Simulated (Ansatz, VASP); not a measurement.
One calculation of ZnS, two programs

```
Zn S
1.0
     3.84556    0.00000    0.00000
    -1.92278    3.33035    0.00000
     0.00000    0.00000    6.30372
Zn S
2 2
Direct
  0.29217 0.68627 0.00520
  0.70783 0.31373 0.50520
  0.36660 0.65082 0.37980
  0.63340 0.34918 0.87980
```

Change from the starting cell: mode 4 frozen in at -0.196 Å and mode 5 at +0.065 Å (largest displacements).

Alike in both runs: task single point; functional PBE; k mesh 9 × 9 × 4; occupations gaussian, width 0.05 eV; no spin polarisation.

|  | VASP | Ansatz |
| --- | --- | --- |
| version | VASP 6.6.1 | Ansatz 0.2.0 |
| potentials or method | VASP PAW PBE potentials, release 64 (Zn, S), cutoff 520 eV | scalar-relativistic, plane waves, PAW |
| valence electrons in the cell | 36 | 36 |

VASP gave:

* gap on the k mesh at the Fermi level (eV): 2.01
* least direct gap on the mesh (eV): 2.01
* pressure (GPa): -0.2
* traceless stress, the component that is largest in VASP (GPa): -0.42
* rms of the force components (eV/Å): 0.119

**Question.** Estimate Ansatz's values.

**Answer.** gap on the k mesh at the Fermi level (eV): 2.00; least direct gap on the mesh (eV): 2.00; pressure (GPa): -0.3; traceless stress, the component that is largest in VASP (GPa): -0.40; rms of the force components (eV/Å): 0.120.

Atom by atom the forces differ by 0.002 eV/Å (rms over components).
